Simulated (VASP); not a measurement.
# AlRu (rocksalt type): relaxation of cell and atoms with PBE

The system is AlRu (rocksalt type).

```
Ru Al
1.0
     0.00000    2.12565    2.12565
     2.12565    0.00000    2.12565
     2.12565    2.12565    0.00000
Ru Al
1 1
Direct
  0.00000 0.00000 0.00000
  0.50000 0.50000 0.50000
```

| Item | Value |
| --- | --- |
| Program | VASP 6.6.1 |
| Task | relaxation of cell and atoms |
| Functional | PBE |
| Potentials or basis | VASP PAW PBE potentials, release 64 (Ru_pv, Al) |
| Cutoff | 600 eV |
| k mesh | 15 × 15 × 15 |
| Occupations | fermi-dirac, width 0.1 eV |
| Spin | no spin polarisation |
| Target pressure | 190 GPa |
| Dipole correction | no |
| Further INCAR settings | ALGO = Normal; EDIFF = 1e-06; IBRION = 2; EDIFFG = -0.005; NSW = 60; ISIF = 3 |

| Property | Result |
| --- | --- |
| Relaxed volume | 9.57 Å³/atom |
| Relaxed cell | a = 3.002 Å, b = 3.002 Å, c = 3.002 Å, α = 60.00°, β = 60.00°, γ = 60.00° |
| Space group after relaxing (to 0.1 Å) | Fm-3m (No. 225) |
| Energy change on relaxing (the run minimises the enthalpy) | +42.8 meV/atom |
| Ionic steps | 3 |
| Pressure after relaxing | 190.0 GPa |
| Band gap on the k mesh | zero (an odd number of electrons rules out a gap without spin polarisation) |

The path:
```
step  energy change (eV)  largest force (eV/Å)  pressure (GPa)  volume (Å³)
   1              0.0000                0.0000          187.01        19.21
   2              0.6094                0.0000          208.18        18.71
   3              0.0856                0.0000          189.98        19.14
```

Final structure:
```yaml
crystal:
  lattice:
    - [0.00000, 2.12296, 2.12296]
    - [2.12296, 0.00000, 2.12296]
    - [2.12296, 2.12296, 0.00000]
  atoms:
    - { symbol: Ru, position: [0.00000, 0.00000, 0.00000] }
    - { symbol: Al, position: [0.50000, 0.50000, 0.50000] }
```

Levels at points of the mesh, in eV from the Fermi level:
```
           k point  band 6  band 7  band 8  band 9  band 10  band 11  band 12
(0.00, 0.00, 0.00)   -4.41   -4.41   -3.47   -3.47     9.42     9.42     9.44
```

Wall time 59 s on 1 thread of Intel Xeon 8259CL, with other jobs on the host, peak memory 0.17 GiB.

Caveat: the cell is relaxed towards a set pressure, so the run minimises the enthalpy, not the energy.
